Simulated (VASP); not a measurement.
# Ir (Fm-3m) in VASP: further runs

Runs on Ir. Level: LDA. Tasks: single point.

All numbers are computed with VASP 6.6.1; they aren't measurements. Logs are shortened: lines on timing, memory, paths and dates and some standing lists are left out, and cuts for length are marked.

### 1 The cell of the first run

Symmetry: Fm-3m, No. 225, cubic system. Conventional cell: a = 3.812 Å, b = 3.812 Å, c = 3.812 Å, α = 90.00°, β = 90.00°, γ = 90.00°. Ir (site symmetry m-3m) has 12 Ir at 2.70 Å within 3.6 Å.

### 2 Single point, LDA

INCAR

```
PREC = Accurate ; ENCUT = 500
EDIFF = 1E-6 ; ISMEAR = 1
SIGMA = 0.3 ; LREAL = F
LASPH = T ; NELM = 120
ALGO = Normal ; ISIF = 2
LWAVE = F ; LCHARG = T
GGA = CA ; LELF = T
LVHAR = T ; NBANDS = 14
GGA_COMPAT = F
```

KPOINTS

```
Automatic mesh
0
Gamma
  14 14 14
```

POSCAR

```
Ir
1.0
    0.0000000000      1.9060927672      1.9060927672
    1.9060927672      0.0000000000      1.9060927672
    1.9060927672      1.9060927672      0.0000000000
Ir
1
Direct
    0.0000000000      0.0000000000      0.0000000000
```

Potentials or basis: VASP PAW LDA potentials, release 64 (Ir_sv_GW).

Launch:

```
> cat potpaw_LDA.64/Ir_sv_GW/POTCAR > POTCAR
> mpirun -np 1 vasp_std > vasp.out
```

OUTCAR:

```text
PREC = Accurate
   ENCUT = 500
   EDIFF = 1E-6
   ISMEAR = 1
   LREAL = F
   LASPH = T
   NELM = 120
   ISIF = 2
   GGA = CA

 ion  position               nearest neighbor table
   1  0.000  0.000  0.000-

  LATTYP: Found a face centered cubic cell.
 ALAT       =     3.8121855344

  Lattice vectors:

 A1 = (   0.0000000000,   1.9060927672,   1.9060927672)
 A2 = (   1.9060927672,   0.0000000000,   1.9060927672)
 A3 = (   1.9060927672,   1.9060927672,   0.0000000000)

Analysis of symmetry for initial positions (statically):
=====================================================================
 Subroutine PRICEL returns:
 Original cell was already a primitive cell.

 Routine SETGRP: Setting up the symmetry group for a
 face centered cubic supercell.

 Subroutine GETGRP returns: Found 48 space group operations
 (whereof 48 operations were pure point group operations)
 out of a pool of 48 trial point group operations.

The static configuration has the point symmetry O_h .

Analysis of symmetry for dynamics (positions and initial velocities):
=====================================================================
 Subroutine PRICEL returns:
 Original cell was already a primitive cell.

 Routine SETGRP: Setting up the symmetry group for a
 face centered cubic supercell.

 Subroutine GETGRP returns: Found 48 space group operations
 (whereof 48 operations were pure point group operations)
 out of a pool of 48 trial point group operations.

The dynamic configuration has the point symmetry O_h .

 Subroutine INISYM returns: Found 48 space group operations
 (whereof 48 operations are pure point group operations),
 and found     1 'primitive' translations

----------------------------------------------------------------------------------------

                                     Primitive cell

  volume of cell :      13.8504

  direct lattice vectors                    reciprocal lattice vectors
     0.000000000  1.906092767  1.906092767    -0.262316719  0.262316719  0.262316719
     1.906092767  0.000000000  1.906092767     0.262316719 -0.262316719  0.262316719
     1.906092767  1.906092767  0.000000000     0.262316719  0.262316719 -0.262316719

  length of vectors
     2.695622243  2.695622243  2.695622243     0.454345884  0.454345884  0.454345884

  position of ions in fractional coordinates (direct lattice)
     0.000000000  0.000000000  0.000000000

  ion indices of the primitive-cell ions
   primitive index   ion index
                 1           1

----------------------------------------------------------------------------------------

 KPOINTS: Automatic mesh

Automatic generation of k-mesh.
 Grid dimensions read from file:
 generate k-points for:   14   14   14

 Generating k-lattice:

  Cartesian coordinates                     Fractional coordinates (reciprocal lattice)
    -0.018736908  0.018736908  0.018736908     0.071428571  0.000000000  0.000000000
     0.018736908 -0.018736908  0.018736908     0.000000000  0.071428571  0.000000000
     0.018736908  0.018736908 -0.018736908     0.000000000  0.000000000  0.071428571

  Length of vectors
     0.032453277  0.032453277  0.032453277

  Shift w.r.t. Gamma in fractional coordinates (k-lattice)
     0.000000000  0.000000000  0.000000000

 Subroutine IBZKPT returns following result:
 ===========================================

 Found    104 irreducible k-points:

 Following reciprocal coordinates:
            Coordinates               Weight
  0.000000  0.000000  0.000000      1.000000
  0.071429  0.000000  0.000000      8.000000
  0.142857  0.000000  0.000000      8.000000
  0.214286  0.000000  0.000000      8.000000
  0.285714  0.000000  0.000000      8.000000
  0.357143  0.000000  0.000000      8.000000
[... 16 lines left out ...]
  0.214286  0.142857  0.000000     24.000000
  0.285714  0.142857  0.000000     24.000000
 [... further k-points ...]
   k-points           NKPTS =    104   k-points in BZ     NKDIM =    104   number of bands    NBANDS=     14
   number of dos      NEDOS =    301   number of ions     NIONS =      1
   total plane-waves  NPLWV =   8000
   dimension x,y,z NGX =    20 NGY =   20 NGZ =   20
   dimension x,y,z NGXF=    40 NGYF=   40 NGZF=   40
   ions per type =               1
   NGX,Y,Z   is equivalent  to a cutoff of  12.33, 12.33, 12.33 a.u.
   NGXF,Y,Z  is equivalent  to a cutoff of  24.67, 24.67, 24.67 a.u.
 SYSTEM =  unknown system
   PREC   = accura    normal or accurate (medium, high low for compatibility)
   ISTART =      0    job   : 0-new  1-cont  2-samecut
   ICHARG =      2    charge: 1-file 2-atom 10-const
   ISPIN  =      1    spin polarized calculation?
   LNONCOLLINEAR =      F non collinear calculations
   LSORBIT =      F    spin-orbit coupling
   LASPH  =      T    aspherical Exc in radial PAW
   ENCUT  =  500.0 eV  36.75 Ry    6.06 a.u.   4.91  4.91  4.91*2*pi/ulx,y,z
   NELM   =    120;   NELMIN=  2; NELMDL= -5     # of ELM steps
   EDIFF  = 0.1E-05   stopping-criterion for ELM
   LREAL  =      F    real-space projection
   EDIFFG = 0.1E-04   stopping-criterion for IOM
   NSW    =      0    number of steps for IOM
   IBRION =     -1    ionic relax: 0-MD 1-quasi-New 2-CG
   NFREE  =      0    steps in history (QN), initial steepest desc. (CG)
   ISIF   =      2    stress and relaxation
   ISYM   =      2    0-nonsym 1-usesym 2-fastsym
   POTIM  = 0.5000    time-step for ionic-motion
   TEBEG  =    0.0;   TEEND  =   0.0 temperature during run
   PSTRESS=    0.0 pullay stress
   NELECT =      17.0000    total number of electrons
   NUPDOWN=      -1.0000    fix difference up-down
   EMIN   =  10.00;   EMAX   =-10.00  energy-range for DOS
   EFERMI =   0.00;   METHOD = LEGACY
   ISMEAR =     1;   SIGMA  =   0.30  broadening in eV -4-tet -1-fermi 0-gaus
   EFERMI_NEDOS =   21; number of points for ismear=-14 and -15
   IALGO  =     38    algorithm
   IMIX   =      4    mixing-type and parameters
     AMIX     =   0.40;   BMIX     =  1.00
     AMIX_MAG =   1.60;   BMIX_MAG =  1.00
  volume/ion in A,a.u.               =      13.85        93.47
  Fermi-wavevector in a.u.,A,eV,Ry     =   1.752819  3.312348 41.802199  3.072375
  Thomas-Fermi vector in A             =   2.823075
   LORBIT       =      0    0 simple, 1 ext, 2 COOP (PROOUT), +10 PAW based schemes
   GGA     = CA    functional components
   LHFCALC =     F    Hartree Fock is set to
   AEXX    =    0.0000 exact exchange contribution
   IVDW    =     0    specifies the selected vdW correction
   LEPSILON=     F    determine dielectric tensor
   LRPA    =     F    only Hartree local field effects (RPA)
 non-spin polarized calculation
 Methfessel and Paxton  Order N= 1 SIGMA  =   0.30
  energy-cutoff  :      500.00
  volume of cell :       13.85
 maximum number of plane-waves:       362
   NGX =  9   NGY =  9   NGZ =  9

 number of electron      17.0000000 magnetization

 Free energy of the ion-electron system (eV)
  ---------------------------------------------------
  ext. energy  EPLUGINS =         0.00000000
  ---------------------------------------------------
  free energy    TOTEN  =       -10.89339841 eV

  energy without entropy =      -10.88865168  energy(sigma->0) =      -10.89181617

 E-fermi :  12.9815     XC(G=0): -14.9206

 val. band max:       12.9722434814   @ k =  -0.2143   0.3571   0.1429
 cond. band min:      12.9865369092   @ k =  -0.4286   0.4286   0.0714
 fundamental gap:      0.0142934278
 Fermi energy:        12.9814718419

 k-point     1 :       0.0000    0.0000    0.0000
  band No.  band energies     occupation
      1     -79.5017      2.00000
      2     -36.1666      2.00000
      3     -36.1666      2.00000
      4     -36.1666      2.00000
      5       1.7690      2.00000
      6       9.0411      2.00000
      7       9.0411      2.00000
      8       9.0411      2.00000
      9      11.8544      2.00000
     10      11.8544      2.00000
     11      26.6610      0.00000
     12      32.2532      0.00000
     13      32.2532      0.00000
     14      32.2532      0.00000

 k-point     2 :       0.0714    0.0000    0.0000
  band No.  band energies     occupation
      1     -79.4979      2.00000
      2     -36.2107      2.00000
      3     -36.1723      2.00000
      4     -36.1723      2.00000
      5       2.0022      2.00000
      6       8.9167      2.00000
      7       9.1412      2.00000
      8       9.1412      2.00000
      9      11.7882      2.00000
     10      11.7882      2.00000
     11      27.0686      0.00000
     12      31.2699      0.00000
     13      32.6482      0.00000
     14      32.6482      0.00000

 k-point     3 :       0.1429    0.0000    0.0000
  band No.  band energies     occupation
      1     -79.4878      2.00000
      2     -36.3347      2.00000
      3     -36.1893      2.00000
      4     -36.1893      2.00000
      5       2.6573      2.00000
      6       8.6357      2.00000
      7       9.3742      2.00000
      8       9.3742      2.00000
      9      11.6824      2.00000
     10      11.6824      2.00000
     11      28.0928      0.00000
     12      29.5135      0.00000
     13      33.7824      0.00000
     14      33.7824      0.00000
[... 324 lines left out ...]
 k-point    23 :       0.2143    0.1429    0.0000
  band No.  band energies     occupation
      1     -79.4723      2.00000
      2     -36.4446      2.00000
      3     -36.2577      2.00000
      4     -36.2504      2.00000
      5       3.6815      2.00000
      6       7.8289      2.00000
      7       9.8709      2.00000
      8      10.0662      2.00000
      9      10.7762      2.00000
     10      12.4146      2.02246
     11      29.6633      0.00000
     12      29.9236      0.00000
     13      32.9025      0.00000
     14      33.4573      0.00000

 k-point    24 :       0.2857    0.1429    0.0000
  band No.  band energies     occupation
      1     -79.4582      2.00000
      2     -36.6016      2.00000
      3     -36.2883      2.00000
      4     -36.2791      2.00000
      5       4.5691      2.00000
      6       7.6548      2.00000
      7       9.4268      2.00000
      8      10.1962      2.00000
      9      11.5930      2.00000
     10      12.8277      1.75370
     11      27.8862      0.00000
     12      30.5848      0.00000
     13      33.0328      0.00000
     14      33.7664      0.00000

 [... further k-points ...]
[... 5 lines left out ...]
  --------------------------------------------------------------------------------------
  -------------------------------------------------------------------------------------
  Total       -0.1695039     -0.1695039     -0.1695039      0.0000000      0.0000000      0.0000000
  in kB      -19.6077716    -19.6077716    -19.6077716      0.0000000      0.0000000      0.0000000
  external PRESSURE =     -19.6077716 kB  Pullay stress =       0.0000000 kB

 VOLUME and BASIS-vectors are now :
 -----------------------------------------------------------------------------
  energy-cutoff  :      500.00
  volume of cell :       13.85
      direct lattice vectors                 reciprocal lattice vectors
     0.000000000  1.906092767  1.906092767    -0.262316719  0.262316719  0.262316719
     1.906092767  0.000000000  1.906092767     0.262316719 -0.262316719  0.262316719
     1.906092767  1.906092767  0.000000000     0.262316719  0.262316719 -0.262316719

 POSITION                                       TOTAL-FORCE (eV/Angst)
 -----------------------------------------------------------------------------------
      0.00000      0.00000      0.00000         0.000000      0.000000      0.000000
 -----------------------------------------------------------------------------------
    total drift:                                0.000000      0.000000      0.000000

  FREE ENERGIE OF THE ION-ELECTRON SYSTEM (eV)
  ---------------------------------------------------
  free  energy   TOTEN  =       -10.8933984086 eV

  energy  without entropy=      -10.8886516813  energy(sigma->0) =      -10.89181617
```

It took 11 s on 1 thread of Intel Xeon 6975P-C (Granite Rapids), shared host; peak memory 0.13 GiB.

What came out:

- Free energy: -10.8934 eV
- Pressure: -2.0 GPa

Caveat: spin-orbit coupling is left out, which moves the levels of the heavy elements.

### 3 Single point, LDA (volume scaled by 0.88)

INCAR

```
SYSTEM = Ir
ALGO = Normal ; EDIFF = 1E-6
ENCUT = 500 ; GGA_COMPAT = .FALSE.
ISIF = 2 ; ISMEAR = -1
LASPH = .TRUE. ; LCHARG = .TRUE.
LELF = .TRUE. ; LREAL = .FALSE.
LVHAR = .TRUE. ; LWAVE = .FALSE.
NBANDS = 10 ; NELM = 120
PREC = Accurate ; SIGMA = 0.1
```

KPOINTS

```
k-points
0
G
  23 23 23
  0 0 0
```

POSCAR

```
Ir
1.0
    0.0000000000      1.8265781469      1.8265781469
    1.8265781469      0.0000000000      1.8265781469
    1.8265781469      1.8265781469      0.0000000000
Ir
1
Direct
    0.0000000000      0.0000000000      0.0000000000
```

Potentials or basis: VASP PAW LDA potentials, release 64 (Ir).

Launch:

```
> cat potpaw_LDA.64/Ir/POTCAR > POTCAR
> mpirun -np 1 vasp_std > vasp.out
```

Run time: 19 s. Hardware: 1 thread of Intel Xeon 6975P-C (Granite Rapids), shared host; peak memory 0.15 GiB.

Results (log left out):

* Free energy: -9.9810 eV
* Pressure: 75.4 GPa

Levels at points of the mesh, in eV from the Fermi level:
```tsv
k point	band 1	band 2	band 3	band 4	band 5	band 6	band 7	band 8
(0.00, 0.00, 0.00)	-12.75	-4.89	-4.89	-4.89	-1.45	-1.45	13.94	20.41
```

Caveat: spin-orbit coupling is left out, which moves the levels of the heavy elements.

### 4 Single point, LDA (volume scaled by 0.92)

INCAR

```
  PREC = Accurate
  ENCUT = 500
  EDIFF = 1E-6
  ISMEAR = -1
  SIGMA = 0.1
  LREAL = F
  LASPH = T
  NELM = 120
  ALGO = Normal
  ISIF = 2
  LWAVE = F
  LCHARG = F
  NBANDS = 10
  GGA_COMPAT = F
```

KPOINTS

```
regular mesh
0
Gamma
  23 23 23
```

POSCAR

```
Ir
1.0
    0.0000000000      1.8538445272      1.8538445272
    1.8538445272      0.0000000000      1.8538445272
    1.8538445272      1.8538445272      0.0000000000
Ir
1
Direct
    0.0000000000      0.0000000000      0.0000000000
```

Launch:

```
> cat potpaw_LDA.64/Ir/POTCAR > POTCAR
> mpirun -np 1 vasp_std > vasp.out
```

Run time: 18 s. Hardware: 1 thread of Intel Xeon 6975P-C (Granite Rapids), shared host; peak memory 0.15 GiB.

Results (log left out):

```yaml
Free_energy: -10.1876 eV
Pressure: 45.0 GPa
```

Levels at points of the mesh, in eV from the Fermi level:
```
           k point  band 1  band 2  band 3  band 4  band 5  band 6  band 7  band 8
(0.00, 0.00, 0.00)  -12.24   -4.57   -4.57   -4.57   -1.36   -1.36   14.09   20.28
```

Caveat: spin-orbit coupling is left out, which moves the levels of the heavy elements.

### 5 Single point, LDA (volume scaled by 0.96)

INCAR

```
ALGO = Normal
EDIFF = 1E-6
ENCUT = 500
GGA_COMPAT = F
ISIF = 2
ISMEAR = -1
LASPH = T
LCHARG = F
LREAL = F
LWAVE = F
NBANDS = 10
NELM = 120
PREC = Accurate
SIGMA = 0.1
```

KPOINTS

```
k-points
0
Gamma
  23 23 23
```

POSCAR

```
Ir
1.0
    0.0000000000      1.8803315990      1.8803315990
    1.8803315990      0.0000000000      1.8803315990
    1.8803315990      1.8803315990      0.0000000000
Ir
1
Direct
    0.0000000000      0.0000000000      0.0000000000
```

Launch:

```
> cat potpaw_LDA.64/Ir/POTCAR > POTCAR
> mpirun -np 1 vasp_std > vasp.out
```

Run time: 20 s. Hardware: 1 thread of Intel Xeon 6975P-C (Granite Rapids), shared host; peak memory 0.16 GiB.

The run converged. Its results:

| Property | Result |
| --- | --- |
| Free energy | -10.3008 eV |
| Pressure | 21.2 GPa |

Levels at points of the mesh, in eV from the Fermi level:
| k point | band 1 | band 2 | band 3 | band 4 | band 5 | band 6 | band 7 | band 8 | band 9 |
| --- | --- | --- | --- | --- | --- | --- | --- | --- | --- |
| (0.00, 0.00, 0.00) | -11.76 | -4.28 | -4.28 | -4.28 | -1.27 | -1.27 | 14.22 | 20.14 | 20.14 |

Caveat: spin-orbit coupling is left out, which moves the levels of the heavy elements.

### 6 Summary

| potentials or basis | cell | k mesh | smearing | second run | gap on the mesh (eV) | pressure (GPa) |
| --- | --- | --- | --- | --- | --- | --- |
| VASP PAW LDA potentials, release 64 (Ir_sv_GW) | a = 2.696 Å, angles 60.0°, 1 atom | 14 × 14 × 14 | methfessel-paxton 0.3 eV | valence_matched | none | -2.0 |
| VASP PAW LDA potentials, release 64 (Ir) | a = 2.583 Å, angles 60.0°, 1 atom | 23 × 23 × 23 | fermi-dirac 0.1 eV | - | none | 75.4 |
| VASP PAW LDA potentials, release 64 (Ir) | a = 2.622 Å, angles 60.0°, 1 atom | 23 × 23 × 23 | fermi-dirac 0.1 eV | - | none | 45.0 |
| VASP PAW LDA potentials, release 64 (Ir) | a = 2.659 Å, angles 60.0°, 1 atom | 23 × 23 × 23 | fermi-dirac 0.1 eV | - | none | 21.2 |

Alike in all rows: task single point; level LDA; no spin polarisation; cutoff (eV) 500.

Caveats: spin-orbit coupling is left out, which moves the levels of the heavy elements.

Total energies depend on the potentials used, so only differences within one code and one set of settings carry meaning.
